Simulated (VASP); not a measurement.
# Ga (Pm-3m) in VASP: a series of runs

The runs below take Ga through single point, with PBE.

Everything below comes from runs of VASP 6.6.1. Logs are shortened: lines on timing, memory, paths and dates and some standing lists are left out, and cuts for length are marked.

## Step 1: The cell of the first run

It takes space group Pm-3m (No. 221, cubic). Conventional cell: a = 2.685 Å, b = 2.685 Å, c = 2.685 Å, α = 90.00°, β = 90.00°, γ = 90.00°. Within 3.5 Å of Ga (site symmetry m-3m) lie 6 Ga at 2.69 Å.

## Step 2: Single point, PBE (volume scaled by 0.96)

Input file INCAR:

```
  PREC = Accurate
  ENCUT = 520
  EDIFF = 1E-6
  ISMEAR = -1
  SIGMA = 0.1
  LREAL = F
  LASPH = T
  NELM = 80
  ALGO = Normal
  ISIF = 2
  LWAVE = F
  LCHARG = F
  GGA = PE
  NBANDS = 12
```

Input file KPOINTS:

```
Automatic mesh
0
Gamma
  19 19 19
```

Input file POSCAR:

```
Ga
1.0
    2.6850731396      0.0000000000      0.0000000000
    0.0000000000      2.6850731396      0.0000000000
    0.0000000000      0.0000000000      2.6850731396
Ga
1
Direct
    0.0000000000      0.0000000000      0.0000000000
```

Potentials or basis: VASP PAW PBE potentials, release 64 (Ga_d).

The run is started by

```console
$ cat potpaw_PBE.64/Ga_d/POTCAR > POTCAR
$ mpirun -np 1 vasp_std > vasp.out
```

OUTCAR:

```text
PREC = Accurate
   ENCUT = 520
   EDIFF = 1E-6
   ISMEAR = -1
   LREAL = F
   LASPH = T
   NELM = 80
   ISIF = 2
   GGA = PE

 ion  position               nearest neighbor table
   1  0.000  0.000  0.000-

  LATTYP: Found a simple cubic cell.
 ALAT       =     2.6850731396

  Lattice vectors:

 A1 = (   2.6850731396,   0.0000000000,   0.0000000000)
 A2 = (   0.0000000000,   2.6850731396,   0.0000000000)
 A3 = (   0.0000000000,   0.0000000000,   2.6850731396)

Analysis of symmetry for initial positions (statically):
=====================================================================
 Subroutine PRICEL returns:
 Original cell was already a primitive cell.

 Routine SETGRP: Setting up the symmetry group for a
 simple cubic supercell.

 Subroutine GETGRP returns: Found 48 space group operations
 (whereof 48 operations were pure point group operations)
 out of a pool of 48 trial point group operations.

The static configuration has the point symmetry O_h .

Analysis of symmetry for dynamics (positions and initial velocities):
=====================================================================
 Subroutine PRICEL returns:
 Original cell was already a primitive cell.

 Routine SETGRP: Setting up the symmetry group for a
 simple cubic supercell.

 Subroutine GETGRP returns: Found 48 space group operations
 (whereof 48 operations were pure point group operations)
 out of a pool of 48 trial point group operations.

The dynamic configuration has the point symmetry O_h .

 Subroutine INISYM returns: Found 48 space group operations
 (whereof 48 operations are pure point group operations),
 and found     1 'primitive' translations

----------------------------------------------------------------------------------------

                                     Primitive cell

  volume of cell :      19.3584

  direct lattice vectors                    reciprocal lattice vectors
     2.685073140  0.000000000  0.000000000     0.372429334  0.000000000  0.000000000
     0.000000000  2.685073140  0.000000000     0.000000000  0.372429334  0.000000000
     0.000000000  0.000000000  2.685073140     0.000000000  0.000000000  0.372429334

  length of vectors
     2.685073140  2.685073140  2.685073140     0.372429334  0.372429334  0.372429334

  position of ions in fractional coordinates (direct lattice)
     0.000000000  0.000000000  0.000000000

  ion indices of the primitive-cell ions
   primitive index   ion index
                 1           1

----------------------------------------------------------------------------------------

 KPOINTS: Automatic mesh

Automatic generation of k-mesh.
 Grid dimensions read from file:
 generate k-points for:   19   19   19

 Generating k-lattice:

  Cartesian coordinates                     Fractional coordinates (reciprocal lattice)
     0.019601544  0.000000000  0.000000000     0.052631579  0.000000000  0.000000000
     0.000000000  0.019601544  0.000000000     0.000000000  0.052631579  0.000000000
     0.000000000  0.000000000  0.019601544     0.000000000  0.000000000  0.052631579

  Length of vectors
     0.019601544  0.019601544  0.019601544

  Shift w.r.t. Gamma in fractional coordinates (k-lattice)
     0.000000000  0.000000000  0.000000000

 Subroutine IBZKPT returns following result:
 ===========================================

 Found    220 irreducible k-points:

 Following reciprocal coordinates:
            Coordinates               Weight
  0.000000  0.000000  0.000000      1.000000
  0.052632  0.000000  0.000000      6.000000
  0.105263  0.000000  0.000000      6.000000
  0.157895  0.000000  0.000000      6.000000
  0.210526  0.000000  0.000000      6.000000
  0.263158  0.000000  0.000000      6.000000
[... 16 lines left out ...]
  0.263158  0.105263  0.000000     24.000000
  0.315789  0.105263  0.000000     24.000000
 [... further k-points ...]
   k-points           NKPTS =    220   k-points in BZ     NKDIM =    220   number of bands    NBANDS=     12
   number of dos      NEDOS =    301   number of ions     NIONS =      1
   total plane-waves  NPLWV =   8000
   dimension x,y,z NGX =    20 NGY =   20 NGZ =   20
   dimension x,y,z NGXF=    40 NGYF=   40 NGZF=   40
   ions per type =               1
   NGX,Y,Z   is equivalent  to a cutoff of  12.38, 12.38, 12.38 a.u.
   NGXF,Y,Z  is equivalent  to a cutoff of  24.77, 24.77, 24.77 a.u.
 SYSTEM =  unknown system
   PREC   = accura    normal or accurate (medium, high low for compatibility)
   ISTART =      0    job   : 0-new  1-cont  2-samecut
   ICHARG =      2    charge: 1-file 2-atom 10-const
   ISPIN  =      1    spin polarized calculation?
   LNONCOLLINEAR =      F non collinear calculations
   LSORBIT =      F    spin-orbit coupling
   LASPH  =      T    aspherical Exc in radial PAW
   ENCUT  =  520.0 eV  38.22 Ry    6.18 a.u.   4.99  4.99  4.99*2*pi/ulx,y,z
   NELM   =     80;   NELMIN=  2; NELMDL= -5     # of ELM steps
   EDIFF  = 0.1E-05   stopping-criterion for ELM
   LREAL  =      F    real-space projection
   EDIFFG = 0.1E-04   stopping-criterion for IOM
   NSW    =      0    number of steps for IOM
   IBRION =     -1    ionic relax: 0-MD 1-quasi-New 2-CG
   NFREE  =      0    steps in history (QN), initial steepest desc. (CG)
   ISIF   =      2    stress and relaxation
   ISYM   =      2    0-nonsym 1-usesym 2-fastsym
   POTIM  = 0.5000    time-step for ionic-motion
   TEBEG  =    0.0;   TEEND  =   0.0 temperature during run
   PSTRESS=    0.0 pullay stress
   NELECT =      13.0000    total number of electrons
   NUPDOWN=      -1.0000    fix difference up-down
   EMIN   =  10.00;   EMAX   =-10.00  energy-range for DOS
   EFERMI =   0.00;   METHOD = LEGACY
   ISMEAR =    -1;   SIGMA  =   0.10  broadening in eV -4-tet -1-fermi 0-gaus
   EFERMI_NEDOS =   21; number of points for ismear=-14 and -15
   IALGO  =     38    algorithm
   IMIX   =      4    mixing-type and parameters
     AMIX     =   0.40;   BMIX     =  1.00
     AMIX_MAG =   1.60;   BMIX_MAG =  1.00
  volume/ion in A,a.u.               =      19.36       130.64
  Fermi-wavevector in a.u.,A,eV,Ry     =   1.433617  2.709143 27.963481  2.055258
  Thomas-Fermi vector in A             =   2.553116
   LORBIT       =      0    0 simple, 1 ext, 2 COOP (PROOUT), +10 PAW based schemes
   GGA     = PE    functional components
   LHFCALC =     F    Hartree Fock is set to
   AEXX    =    0.0000 exact exchange contribution
   IVDW    =     0    specifies the selected vdW correction
   LEPSILON=     F    determine dielectric tensor
   LRPA    =     F    only Hartree local field effects (RPA)
 non-spin polarized calculation
  energy-cutoff  :      520.00
  volume of cell :       19.36
 maximum number of plane-waves:       536
 NGX is ok and might be reduce to    20
   NGX =  9   NGY =  9   NGZ =  9

 number of electron      13.0000009 magnetization

 Free energy of the ion-electron system (eV)
  ---------------------------------------------------
  ext. energy  EPLUGINS =         0.00000000
  ---------------------------------------------------
  free energy    TOTEN  =        -2.82712941 eV

  energy without entropy =       -2.81124563  energy(sigma->0) =       -2.81918752

 E-fermi :   5.0392     XC(G=0): -10.8071

 val. band max:        5.0085794644   @ k =   0.4737   0.4211   0.2105
 cond. band min:       5.0451372624   @ k =   0.3684   0.3158   0.0000
 fundamental gap:      0.0365577980
 Fermi energy:         5.0391641837

 k-point     1 :       0.0000    0.0000    0.0000
  band No.  band energies     occupation
      1     -10.1011      2.00000
      2     -10.1011      2.00000
      3      -9.5432      2.00000
      4      -9.5432      2.00000
      5      -9.5432      2.00000
      6      -5.7422      2.00000
      7      14.2513      0.00000
      8      14.2513      0.00000
      9      14.2513      0.00000
     10      17.1689      0.00000
     11      17.1689      0.00000
     12      19.8190      0.00000

 k-point     2 :       0.0526    0.0000    0.0000
  band No.  band energies     occupation
      1     -10.0999      2.00000
      2     -10.0909      2.00000
      3      -9.5475      2.00000
      4      -9.5475      2.00000
      5      -9.5429      2.00000
      6      -5.6846      2.00000
      7      13.2407      0.00000
      8      14.3120      0.00000
      9      14.3120      0.00000
     10      17.2176      0.00000
     11      17.9593      0.00000
     12      20.1787      0.00000

 k-point     3 :       0.1053    0.0000    0.0000
  band No.  band energies     occupation
      1     -10.0965      2.00000
      2     -10.0617      2.00000
      3      -9.5596      2.00000
      4      -9.5596      2.00000
      5      -9.5418      2.00000
      6      -5.5111      2.00000
      7      11.4912      0.00000
      8      14.4926      0.00000
      9      14.4926      0.00000
     10      17.3637      0.00000
     11      18.7721      0.00000
     12      21.5297      0.00000
[... 286 lines left out ...]
 k-point    23 :       0.2632    0.1053    0.0000
  band No.  band energies     occupation
      1     -10.0495      2.00000
      2      -9.8856      2.00000
      3      -9.6514      2.00000
      4      -9.6249      2.00000
      5      -9.5519      2.00000
      6      -4.0542      2.00000
      7       6.4575      0.00000
      8      12.9485      0.00000
      9      15.9353      0.00000
     10      19.2940      0.00000
     11      21.8886      0.00000
     12      24.2838      0.00000

 k-point    24 :       0.3158    0.1053    0.0000
  band No.  band energies     occupation
      1     -10.0422      2.00000
      2      -9.8306      2.00000
      3      -9.6778      2.00000
      4      -9.6491      2.00000
      5      -9.5497      2.00000
      6      -3.4124      2.00000
      7       4.8914      1.62832
      8      13.5262      0.00000
      9      16.5081      0.00000
     10      19.7814      0.00000
     11      21.4281      0.00000
     12      23.8705      0.00000

 [... further k-points ...]

------------------------ aborting loop because EDIFF is reached ----------------------------------------

  FORCE on cell =-STRESS in cart. coord.  units (eV):
  Direction    XX          YY          ZZ          XY          YZ          ZX
  --------------------------------------------------------------------------------------
  -------------------------------------------------------------------------------------
  Total        0.2610219      0.2610219      0.2610219     -0.0000000     -0.0000000      0.0000000
  in kB       21.6032547     21.6032547     21.6032547     -0.0000000     -0.0000000      0.0000000
  external PRESSURE =      21.6032547 kB  Pullay stress =       0.0000000 kB

 VOLUME and BASIS-vectors are now :
 -----------------------------------------------------------------------------
  energy-cutoff  :      520.00
  volume of cell :       19.36
      direct lattice vectors                 reciprocal lattice vectors
     2.685073140  0.000000000  0.000000000     0.372429334  0.000000000  0.000000000
     0.000000000  2.685073140  0.000000000     0.000000000  0.372429334  0.000000000
     0.000000000  0.000000000  2.685073140     0.000000000  0.000000000  0.372429334

 POSITION                                       TOTAL-FORCE (eV/Angst)
 -----------------------------------------------------------------------------------
      0.00000      0.00000      0.00000         0.000000      0.000000      0.000000
 -----------------------------------------------------------------------------------
    total drift:                                0.000000      0.000000      0.000000

  FREE ENERGIE OF THE ION-ELECTRON SYSTEM (eV)
  ---------------------------------------------------
  free  energy   TOTEN  =        -2.8271294148 eV

  energy  without entropy=       -2.8112456334  energy(sigma->0) =       -2.81918752
```

Wall time 14 s (1 thread of Intel Xeon Platinum 8488C (Sapphire Rapids), shared host); peak memory 0.15 GiB.

What came out:

```yaml
Free_energy: -2.8271 eV
Pressure: 2.2 GPa
```

Levels at points of the mesh, in eV from the Fermi level:
```csv
k point,band 4,band 5,band 6,band 7,band 8,band 9
"(0.00, 0.00, 0.00)",-14.58,-14.58,-10.78,9.21,9.21,9.21
```

Caveat: the cell differs from its parent crystal (volume scaled by 0.96).

## Step 3: Single point, PBE

This run uses another cell than the first one, of 20.16 Å³/atom, 1.042 times its volume.

Input file INCAR:

```
ALGO = Normal ; EDIFF = 1E-6
ENCUT = 520 ; GGA = PE
ISIF = 2 ; ISMEAR = -1
LASPH = True ; LCHARG = False
LREAL = False ; LWAVE = False
NBANDS = 12 ; NELM = 60
PREC = Accurate ; SIGMA = 0.1
```

Input file KPOINTS:

```
k-points
0
Gamma
  19 19 19
```

Input file POSCAR:

```
Ga
1.0
    2.7218595347      0.0000000000      0.0000000000
    0.0000000000      2.7218595347      0.0000000000
    0.0000000000      0.0000000000      2.7218595347
Ga
1
Direct
    0.0000000000      0.0000000000      0.0000000000
```

Potentials or basis: VASP PAW PBE potentials, release 64 (Ga_d).

The run is started by

```console
$ cat potpaw_PBE.64/Ga_d/POTCAR > POTCAR
$ mpirun -np 1 vasp_std > vasp.out
```

It took 15 s on 1 thread of Intel Xeon Platinum 8488C (Sapphire Rapids), shared host; peak memory 0.16 GiB.

Results (log left out):

```
Free energy : -2.8328 eV
Pressure    : 0.0 GPa
```

Levels at points of the mesh, in eV from the Fermi level:
```
           k point  band 2  band 3  band 4  band 5  band 6  band 7  band 8  band 9  band 10  band 11
(0.00, 0.00, 0.00)  -15.09  -14.58  -14.58  -14.58  -10.51    8.92    8.92    8.92    11.86    11.86
```
